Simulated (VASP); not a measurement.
A run of VASP 6.6.1 is set up as follows.

Contents of INCAR:

```
PREC = Accurate ; ENCUT = 520
EDIFF = 1E-6 ; ISMEAR = 0
SIGMA = 0.05 ; LREAL = F
LASPH = T ; NELM = 80
ALGO = Normal ; ISIF = 2
LWAVE = F ; LCHARG = F
GGA = CA ; NBANDS = 24
```

Contents of KPOINTS:

```
regular mesh
0
Gamma
  6 6 4
```

File POSCAR:

```
CaO
1.0
    3.9919760000      0.0000000000      0.0000000000
   -1.9959880000      3.4571520000      0.0000000000
    0.0000000000      0.0000000000      4.8805368000
Ca O
2 2
Direct
    0.3333333333      0.6666666667      0.7500000000
    0.6666666667      0.3333333333      0.2500000000
    0.3333333333      0.6666666667      0.2500000000
    0.6666666667      0.3333333333      0.7500000000
```

Potentials or basis: VASP PAW LDA potentials, release 64 (Ca_sv, O).

Run with:

```bash
$ cat potpaw_LDA.64/Ca_sv/POTCAR potpaw_LDA.64/O/POTCAR > POTCAR
$ mpirun -np 1 vasp_std > vasp.out
```

(1) Estimate the pressure.

(2) What does it give for the band gap on the k mesh?

Answers

(1) -6.7 GPa.

(2) 2.98 eV, direct.
